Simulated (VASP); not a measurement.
# SnSe2 (P4_2/mnm) in VASP: further runs, part 2 of 2

VASP 6.6.1. Earlier steps stand in the parts before.

## (3) Single point, r2SCAN (29.54 Å³/atom)

This run uses another cell than the first one, of 29.54 Å³/atom.

POSCAR reads:

```
SnSe2
1.0
    6.6299751351      0.0000000000      0.0000000000
    0.0000000000      6.6299751351      0.0000000000
    0.0000000000      0.0000000000      4.0317477745
Sn Se
2 4
Direct
    0.0000000000      0.0000000000      0.0000000000
    0.5000000000      0.5000000000      0.5000000000
    0.3072983795      0.3072983795      0.0000000000
    0.1927016205      0.8072983795      0.5000000000
    0.8072983795      0.1927016205      0.5000000000
    0.6927016205      0.6927016205      0.0000000000
```

INCAR.step1 reads:

```
ALGO     = Normal         # electronic algorithm
EDIFF    = 1E-4           # SCF threshold, eV
ENCUT    = 520            # plane-wave cutoff, eV
GGA      = PE             # functional
ISMEAR   = -1             # smearing method
LASPH    = T              # aspherical terms in the spheres
LCHARG   = F              # write CHGCAR
LREAL    = F              # projectors in reciprocal space
LWAVE    = T              # write WAVECAR
NBANDS   = 35             # bands
NELM     = 80             # most SCF steps
PREC     = Accurate       # precision mode
SIGMA    = 0.02           # smearing width, eV
```

INCAR.step2 reads:

```
ALGO     = Normal         # electronic algorithm
EDIFF    = 1E-6           # SCF threshold, eV
ENCUT    = 520            # plane-wave cutoff, eV
ISIF     = 2              # what is computed and relaxed
ISMEAR   = -1             # smearing method
ISTART   = 1            
LASPH    = T              # aspherical terms in the spheres
LCHARG   = F              # write CHGCAR
LMIXTAU  = T            
LREAL    = F              # projectors in reciprocal space
LWAVE    = F              # write WAVECAR
METAGGA  = R2SCAN         # meta-GGA
NBANDS   = 35             # bands
NELM     = 80             # most SCF steps
PREC     = Accurate       # precision mode
SIGMA    = 0.02           # smearing width, eV
```

KPOINTS reads:

```
k-points
0
Gamma
  4 4 6
```

Potentials or basis: VASP PAW PBE potentials, release 64 (Sn_d, Se).

The run is started by

```sh
> cat potpaw_PBE.64/Sn_d/POTCAR potpaw_PBE.64/Se/POTCAR > POTCAR
> cp INCAR.step1 INCAR
> mpirun -np 1 vasp_std > vasp.out
> cp INCAR.step2 INCAR
> mpirun -np 1 vasp_std > vasp.out
```

OUTCAR:

```text
EDIFF = 1E-6
   ENCUT = 520
   ISIF = 2
   ISMEAR = -1
   ISTART = 1
   LASPH = T
   LREAL = F
   METAGGA = R2SCAN
   NELM = 80
   PREC = Accurate

 ion  position               nearest neighbor table
   1  0.000  0.000  0.000-   4 2.71   5 2.71   4 2.71   5 2.71   3 2.88   6 2.88
   2  0.500  0.500  0.500-   3 2.71   6 2.71   3 2.71   6 2.71   5 2.88   4 2.88
   3  0.307  0.307  0.000-   2 2.71   2 2.71   1 2.88
   4  0.193  0.807  0.500-   1 2.71   1 2.71   2 2.88
   5  0.807  0.193  0.500-   1 2.71   1 2.71   2 2.88
   6  0.693  0.693  0.000-   2 2.71   2 2.71   1 2.88

  LATTYP: Found a simple tetragonal cell.
 ALAT       =     6.6299751351
 C/A-ratio  =     0.6081090339

  Lattice vectors:

 A1 = (   6.6299751351,   0.0000000000,   0.0000000000)
 A2 = (   0.0000000000,   6.6299751351,   0.0000000000)
 A3 = (   0.0000000000,   0.0000000000,   4.0317477745)

Analysis of symmetry for initial positions (statically):
=====================================================================
 Subroutine PRICEL returns:
 Original cell was already a primitive cell.

 Routine SETGRP: Setting up the symmetry group for a
 simple tetragonal supercell.

 Subroutine GETGRP returns: Found 16 space group operations
 (whereof  8 operations were pure point group operations)
 out of a pool of 16 trial point group operations.

The static configuration has the point symmetry D_2h.
 The point group associated with its full space group is D_4h.

Analysis of symmetry for dynamics (positions and initial velocities):
=====================================================================
 Subroutine PRICEL returns:
 Original cell was already a primitive cell.

[... 131 lines left out ...]
   EFERMI_NEDOS =   21; number of points for ismear=-14 and -15
   IALGO  =     38    algorithm
   IMIX   =      4    mixing-type and parameters
     AMIX     =   0.40;   BMIX     =  1.00
     AMIX_MAG =   1.60;   BMIX_MAG =  1.00
  volume/ion in A,a.u.               =      29.54       199.33
  Fermi-wavevector in a.u.,A,eV,Ry     =   1.087853  2.055744 16.101464  1.183424
  Thomas-Fermi vector in A             =   2.224022
   LORBIT       =      0    0 simple, 1 ext, 2 COOP (PROOUT), +10 PAW based schemes
   METAGGA = R2SCAN    functional components
   LHFCALC =     F    Hartree Fock is set to
   AEXX    =    0.0000 exact exchange contribution
   IVDW    =     0    specifies the selected vdW correction
   LEPSILON=     F    determine dielectric tensor
   LRPA    =     F    only Hartree local field effects (RPA)
 non-spin polarized calculation
  energy-cutoff  :      520.00
  volume of cell :      177.22
 maximum number of plane-waves:      4809
 NGX is ok and might be reduce to    50
   NGX = 25   NGY = 25   NGZ = 15

 number of electron      52.0000028 magnetization

 Free energy of the ion-electron system (eV)
  ---------------------------------------------------
  ext. energy  EPLUGINS =         0.00000000
  ---------------------------------------------------
  free energy    TOTEN  =      -107.91878542 eV

  energy without entropy =     -107.91661513  energy(sigma->0) =     -107.91770028

 E-fermi :   2.9963     XC(G=0):  -9.3564

 val. band max:        2.7779031984   @ k =   0.2500   0.2500   0.1667
 cond. band min:       3.0155903067   @ k =   0.0000   0.0000   0.1667
 fundamental gap:      0.2376871082
 Fermi energy:         2.9963340162

 k-point     1 :       0.0000    0.0000    0.0000
  band No.  band energies     occupation
      1     -19.6785      2.00000
      2     -19.6599      2.00000
      3     -19.5866      2.00000
      4     -19.5866      2.00000
      5     -19.5751      2.00000
      6     -19.5730      2.00000
[... 901 lines left out ...]
     34      10.0691      0.00000
     35      10.1132      0.00000

------------------------ aborting loop because EDIFF is reached ----------------------------------------

  FORCE on cell =-STRESS in cart. coord.  units (eV):
  Direction    XX          YY          ZZ          XY          YZ          ZX
  --------------------------------------------------------------------------------------
  -------------------------------------------------------------------------------------
  Total       -2.9669282     -2.9669282     -4.0195111     -0.0000000      0.0000000      0.0000000
  in kB      -26.8225747    -26.8225747    -36.3384722     -0.0000000      0.0000000      0.0000000
  external PRESSURE =     -29.9945405 kB  Pullay stress =       0.0000000 kB

 VOLUME and BASIS-vectors are now :
 -----------------------------------------------------------------------------
  energy-cutoff  :      520.00
  volume of cell :      177.22
      direct lattice vectors                 reciprocal lattice vectors
     6.629975135  0.000000000  0.000000000     0.150830128  0.000000000  0.000000000
     0.000000000  6.629975135  0.000000000     0.000000000  0.150830128  0.000000000
     0.000000000  0.000000000  4.031747775     0.000000000  0.000000000  0.248031389

 POSITION                                       TOTAL-FORCE (eV/Angst)
 -----------------------------------------------------------------------------------
      0.00000      0.00000      0.00000        -0.000000     -0.000000      0.000000
      3.31499      3.31499      2.01587        -0.000000     -0.000000      0.000000
      2.03738      2.03738      0.00000         0.147090      0.147090      0.000000
      1.27761      5.35237      2.01587        -0.147090      0.147090      0.000000
      5.35237      1.27761      2.01587         0.147090     -0.147090     -0.000000
      4.59259      4.59259      0.00000        -0.147090     -0.147090     -0.000000
 -----------------------------------------------------------------------------------
    total drift:                               -0.000000     -0.000000      0.000000

  FREE ENERGIE OF THE ION-ELECTRON SYSTEM (eV)
  ---------------------------------------------------
  free  energy   TOTEN  =      -107.9187854171 eV

  energy  without entropy=     -107.9166151345  energy(sigma->0) =     -107.91770028
```

OUTCAR.step1:

```text
EDIFF = 1E-4
   ENCUT = 520
   GGA = PE
   ISMEAR = -1
   LASPH = T
[... 1147 lines left out ...]
      2.03738      2.03738      0.00000         0.029468      0.029468      0.000000
      1.27761      5.35237      2.01587        -0.029468      0.029468      0.000000
      5.35237      1.27761      2.01587         0.029468     -0.029468     -0.000000
      4.59259      4.59259      0.00000        -0.029468     -0.029468     -0.000000
 -----------------------------------------------------------------------------------
    total drift:                               -0.000000      0.000000      0.000000

  FREE ENERGIE OF THE ION-ELECTRON SYSTEM (eV)
  ---------------------------------------------------
  free  energy   TOTEN  =       -22.5333240326 eV

  energy  without entropy=      -22.5316438697  energy(sigma->0) =      -22.53248395
```

OSZICAR.step1:

```text
N       E                     dE             d eps       ncg     rms          rms(c)
DAV:   1     0.492833619477E+03    0.49283E+03   -0.23333E+04  1712   0.164E+03
DAV:   2     0.539578810620E+02   -0.43888E+03   -0.42195E+03  1720   0.432E+02
DAV:   3    -0.192254955791E+02   -0.73183E+02   -0.71588E+02  2061   0.162E+02
DAV:   4    -0.232488618362E+02   -0.40234E+01   -0.39899E+01  2001   0.400E+01
DAV:   5    -0.233546410917E+02   -0.10578E+00   -0.10567E+00  2423   0.687E+00    0.619E+00
DAV:   6    -0.225767726242E+02    0.77787E+00   -0.12085E+00  2262   0.928E+00    0.384E+00
DAV:   7    -0.225361925371E+02    0.40580E-01   -0.41435E-01  2298   0.289E+00    0.145E+00
DAV:   8    -0.225333240395E+02    0.28685E-02   -0.43516E-02  2129   0.177E+00    0.322E-01
DAV:   9    -0.225332873300E+02    0.36709E-04   -0.68109E-03  2176   0.691E-01    0.104E-01
DAV:  10    -0.225333240326E+02   -0.36703E-04   -0.67806E-04  1849   0.174E-01
   1 F= -.22533324E+02 E0= -.22532484E+02  d E =-.168016E-02
```

Run time: 4.1 min. Hardware: 1 thread of Intel Xeon 6975P-C (Granite Rapids), shared host; peak memory 0.36 GiB.

Results:

* Free energy: -107.9188 eV
* Pressure: -3.0 GPa
* Largest force: 0.208 eV/Å
* Band gap on the k mesh: 0.01 eV (least direct gap 0.03 eV)

Forces in eV/Å, atoms in the order of the input:
```
Sn   0.000  0.000  0.000
Sn   0.000  0.000  0.000
Se   0.147  0.147  0.000
Se  -0.147  0.147  0.000
Se   0.147 -0.147  0.000
Se  -0.147 -0.147  0.000
```

Stress tensor (GPa, compression positive):
```
-2.68  0.00  0.00
 0.00 -2.68  0.00
 0.00  0.00 -3.63
```

Caveat: the smearing spreads over this small gap; the structure was generated, so it needn't be the stable form of SnSe2; semilocal functionals underestimate gaps, and a narrow one can read as zero; the PAW data sets were made with another functional, which shifts forces and pressure a little; spin-orbit coupling is left out, which moves the levels of the heavy elements.

The gap in the log of VASP goes by the Fermi energy; the results here count the filled bands.